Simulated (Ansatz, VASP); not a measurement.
# ZnSe: VASP beside Ansatz

Contents of POSCAR:

```
ZnSe
1.0
    0.0000000000      2.8324206784      2.8324206784
    2.8324206784      0.0000000000      2.8324206784
    2.8324206784      2.8324206784      0.0000000000
Zn Se
1 1
Direct
    0.0000000000      0.0000000000      0.0000000000
    0.2500000000      0.2500000000      0.2500000000
```

INCAR.step1

```
PREC     = Accurate       # precision mode
ENCUT    = 520            # plane-wave cutoff, eV
ISMEAR   = 0              # smearing method
SIGMA    = 0.01           # smearing width, eV
LREAL    = False          # projectors in reciprocal space
LASPH    = True           # aspherical terms in the spheres
NELM     = 100            # most SCF steps
NBANDS   = 16             # bands
GGA      = PE             # functional
ALGO     = Normal         # electronic algorithm
EDIFF    = 1E-4           # SCF threshold, eV
LWAVE    = True           # write WAVECAR
LCHARG   = False          # write CHGCAR
```

Contents of INCAR.step2:

```
PREC     = Accurate       # precision mode
ENCUT    = 520            # plane-wave cutoff, eV
EDIFF    = 1E-7           # SCF threshold, eV
ISMEAR   = 0              # smearing method
SIGMA    = 0.01           # smearing width, eV
LREAL    = False          # projectors in reciprocal space
LASPH    = True           # aspherical terms in the spheres
NELM     = 100            # most SCF steps
ALGO     = Normal         # electronic algorithm
ISIF     = 2              # what is computed and relaxed
LWAVE    = False          # write WAVECAR
LCHARG   = False          # write CHGCAR
METAGGA  = R2SCAN         # meta-GGA
LMIXTAU  = True         
NBANDS   = 16             # bands
ISTART   = 1
```

The input KPOINTS:

```
Automatic mesh
0
Gamma
  8 8 8
```

Input for Ansatz:

```yaml
crystal:
  lattice:
    - [0.0, 2.8324206784, 2.8324206784]
    - [2.8324206784, 0.0, 2.8324206784]
    - [2.8324206784, 2.8324206784, 0.0]
  atoms:
    - { symbol: Zn, position: [0.0, 0.0, 0.0] }
    - { symbol: Se, position: [0.25, 0.25, 0.25] }
kpoints:
  mp_grid: { grid: [8, 8, 8] }
  band_path:
    path:
      - [0.0, 0.0, 0.0]
      - [-0.5, -0.5, 0.0]
      - [-0.375, -0.375, 0.25]
      - [-0.375, 0.0, 0.375]
      - [0.0, 0.0, 0.5]
      - [-0.5, -0.25, 0.25]
    npoints: 1
hamiltonian:
  xc: r2scan
scf:
  occupations: { method: fixed }
  n_extra_bands: 4
output:
  forces: true
  stress: true
  eigenvalues: true
```

Alike in both runs: task single point; functional r2SCAN; k mesh 8 × 8 × 8; no spin polarisation.

|  | VASP | Ansatz |
| --- | --- | --- |
| version | VASP 6.6.1 | Ansatz 0.2.0 |
| potentials or method | VASP PAW PBE potentials, release 64 (Zn, Se) | plane waves, PAW |
| plane-wave cutoff (eV) | 520 | 500 |
| occupations | gaussian, width 0.01 eV | fixed |
| valence electrons in the cell | 18 | 28 |

|  | VASP | Ansatz | Ansatz less VASP |
| --- | --- | --- | --- |
| gap on the k mesh at the Fermi level (eV) | 1.87 | 1.87 | -0.004 |
| pressure (GPa) | 0.1 | 0.0 | -0.10 |

VASP's potentials were made for PBE, not for r2SCAN. VASP's potentials hold 18 valence electrons a cell and Ansatz's 28, so a difference there can come from the potentials and not from the codes.
